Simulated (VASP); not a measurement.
Write the native input for VASP 6.6.1 that does the following.

```
Task                   : electric field gradients
Functional             : PBE
Potentials or basis    : VASP PAW PBE potentials, release 64 (Mn_pv, As)
Cutoff                 : 520 eV
k mesh                 : 11 × 11 × 7
Occupations            : fermi-dirac, width 0.05 eV
Spin                   : collinear spin, ferromagnetic start
Starting moments       : [4.0, 4.0, 0.0, 0.0] μB
Dipole correction      : no
Further INCAR settings : ALGO = Normal; EDIFF = 1e-08; NBANDS = 30
```

The structure of MnAs lies in POSCAR:

```
MnAs
1.0
    3.7099981605      0.0000000000      0.0000000000
   -1.8549990803      3.2129526550      0.0000000000
    0.0000000000      0.0000000000      5.6910000000
Mn As
2 2
Direct
    0.0000000000      0.0000000000      0.0000000000
    0.0000000000      0.0000000000      0.5000000000
    0.3333333333      0.6666666667      0.2500000000
    0.6666666667      0.3333333333      0.7500000000
```

One way to write it, as run:

INCAR

```
PREC = Accurate ; ENCUT = 520
EDIFF = 1E-8 ; ISMEAR = -1
SIGMA = 0.05 ; LREAL = F
LASPH = T ; NELM = 150
ALGO = Normal ; ISIF = 2
LWAVE = F ; LCHARG = F
ISPIN = 2 ; MAGMOM = 4 4 0 0
LORBIT = 11 ; LMAXMIX = 4
GGA = PE ; LEFG = T
NBANDS = 30
```

KPOINTS

```
Automatic mesh
0
Gamma
  11 11 7
```

Potentials or basis: VASP PAW PBE potentials, release 64 (Mn_pv, As).

Launch:

```sh
$ cat potpaw_PBE.64/Mn_pv/POTCAR potpaw_PBE.64/As/POTCAR > POTCAR
$ mpirun -np 1 vasp_std > vasp.out
```

Results of the run:

The pressure is -3.5 GPa and the net moment is 6.24 μB per cell. The site moments are Mn +3.19; As -0.13 μB and the valence electrons inside the program's atomic spheres are Mn 11.58; As 2.79.

Caveat: without QUAD_EFG the Cq values of the log hold for a quadrupole moment of 1 mb, not for the nuclei; only a ferromagnetic start was run, and an antiferromagnetic order may lie lower in energy.

Wall time 7.1 min on 1 thread of Intel Xeon 8259CL, on a shared host, peak memory 0.32 GiB.
